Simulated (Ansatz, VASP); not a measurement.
One calculation of TiC, two programs

```
Ti C
1.0
     0.00000    2.16400    2.20728
     2.16400    0.00000    2.20728
     2.16400    2.16400    0.00000
Ti C
1 1
Direct
  0.00000 0.00000 0.00000
  0.50000 0.50000 0.50000
```

Change from the starting cell: zz strain of +2 %, crystal datasets.

Alike in both runs: task electric field gradients; functional PBEsol; k mesh 14 × 14 × 14; occupations fermi-dirac, width 0.03 eV; no spin polarisation.

|  | VASP | Ansatz |
| --- | --- | --- |
| version | VASP 6.6.1 | Ansatz 0.2.0 |
| potentials or method | VASP PAW PBE potentials, release 64 (Ti_sv, C), cutoff 520 eV | all-electron PAW with datasets made for the crystal, scalar-relativistic |

```csv
,VASP,Ansatz,Ansatz less VASP
pressure (GPa),-10.3,-10.6,-0.32
"traceless stress, the component that is largest in VASP (GPa)",-4.43,-4.40,+0.031
size of Vzz on the site where it differs most (V/Å²),15.4,16.3,+0.87
```

VASP's potentials were made for PBE, not for PBEsol. Ansatz ran all-electron here, and VASP with PAW potentials.
